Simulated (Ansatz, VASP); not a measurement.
V: VASP beside Ansatz

Contents of POSCAR:

```
V
1.0
   -1.5342779432      1.5342779432      1.5342779432
    1.5342779432     -1.5342779432      1.5342779432
    1.5342779432      1.5342779432     -1.5342779432
V
1
Direct
    0.0000000000      0.0000000000      0.0000000000
```

The input INCAR.step1:

```
ALGO = Normal
EDIFF = 1E-4
ENCUT = 520
GGA = PE
ISMEAR = -1
ISPIN = 2
LASPH = T
LCHARG = F
LMAXMIX = 4
LREAL = F
LWAVE = T
MAGMOM = 2
NBANDS = 16
NELM = 150
PREC = Accurate
SIGMA = 0.05
```

File INCAR.step2:

```
ALGO = Normal
EDIFF = 1E-7
ENCUT = 520
ISIF = 2
ISMEAR = -1
ISPIN = 2
ISTART = 1
LASPH = T
LCHARG = F
LMAXMIX = 4
LMIXTAU = T
LORBIT = 11
LREAL = F
LWAVE = F
MAGMOM = 2
METAGGA = R2SCAN
NBANDS = 16
NELM = 150
PREC = Accurate
SIGMA = 0.05
```

KPOINTS

```
k-points
0
Gamma
  12 12 12
```

Contents of input.yaml:

```yaml
crystal:
  lattice:
    - [-1.5342779432, 1.5342779432, 1.5342779432]
    - [1.5342779432, -1.5342779432, 1.5342779432]
    - [1.5342779432, 1.5342779432, -1.5342779432]
  atoms:
    - { symbol: V, position: [0.0, 0.0, 0.0], spin: 2.0 }
hamiltonian:
  xc: r2scan
  pseudopotentials: { kind: paw }
magnetization:
  spin_polarized: true
kpoints:
  mp_grid: { grid: [12, 12, 12] }
scf:
  occupations: { method: fermi_dirac, width: 0.05 }
output:
  forces: true
  stress: true
  eigenvalues: true
```

Alike in both runs: task single point; functional r2SCAN; k mesh 12 × 12 × 12; occupations fermi-dirac, width 0.05 eV; collinear spin.

```csv
,VASP,Ansatz
version,VASP 6.6.1,Ansatz 0.2.0
potentials or method,"VASP PAW PBE potentials, release 64 (V_sv)",Ansatz PAW
plane-wave cutoff (eV),520,500
valence electrons in the cell,13,13
```

Ansatz gave:

| Item | Value |
| --- | --- |
| gap on the k mesh at the Fermi level (eV) | none |
| pressure (GPa) | -12.5 |
| net moment per atom (μB) | 0.58 |
| size of the moment on the site where the two differ most (μB) | 0.48 |

Q: Which values does VASP return?

A: gap on the k mesh at the Fermi level (eV): none; pressure (GPa): -13.4; net moment per atom (μB): 0.00; size of the moment on the site where the two differ most (μB): 0.00.

The net moments are unlike, so the other rows may belong to different states. VASP's potentials were made for PBE, not for r2SCAN. Site moments also hang on the region over which each program counts them. A gap of «none» marks a metal or a gap that the smearing closes.

Noted on Ansatz's run: the magnetic or orbital state may not be the lowest.
